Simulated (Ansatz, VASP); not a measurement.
**One calculation of Cl, two programs**

The input INCAR:

```
PREC = Accurate
ENCUT = 520
EDIFF = 1E-6
ISMEAR = -1
SIGMA = 0.08
LREAL = F
LASPH = T
NELM = 80
ALGO = Normal
ISIF = 2
LWAVE = F
LCHARG = F
GGA = PE
NBANDS = 14
```

File KPOINTS:

```
Automatic mesh
0
Gamma
  14 14 8
```

POSCAR

```
Cl
1.0
    3.1864627480      0.0000000000      0.0000000000
   -1.5932313740      2.7595576880      0.0000000000
    0.0000000000      0.0000000000      3.9110329245
Cl
2
Direct
    0.3333333333      0.6666666667      0.2500000000
    0.6666666667      0.3333333333      0.7500000000
```

Input for Ansatz:

```yaml
crystal:
  lattice:
    - [3.186462748, 0.0, 0.0]
    - [-1.593231374, 2.759557688, 0.0]
    - [0.0, 0.0, 3.9110329245]
  atoms:
    - { symbol: Cl, position: [0.3333333333, 0.6666666667, 0.25] }
    - { symbol: Cl, position: [0.6666666667, 0.3333333333, 0.75] }
kpoints:
  mp_grid: { grid: [14, 14, 8] }
scf:
  occupations: { method: fermi_dirac, width: 0.08 }
hamiltonian:
  xc: pbe
  pseudopotentials: { kind: all_electron, lapw: { basis_error: 0.001 } }
output:
  forces: true
  stress: true
  eigenvalues: true
  populations: true
```

Change from the starting cell: volume scaled by 0.75, LAPW.

Alike in both runs: task single point; functional PBE; k mesh 14 × 14 × 8; occupations fermi-dirac, width 0.08 eV; no spin polarisation.

```csv
,VASP,Ansatz
version,VASP 6.6.1,Ansatz 0.2.0
potentials or method,"VASP PAW PBE potentials, release 64 (Cl), cutoff 520 eV","all-electron LAPW, scalar-relativistic"
```

|  | VASP | Ansatz | Ansatz less VASP |
| --- | --- | --- | --- |
| pressure (GPa) | 14.6 | 14.8 | +0.21 |

Ansatz ran all-electron here, and VASP with PAW potentials.
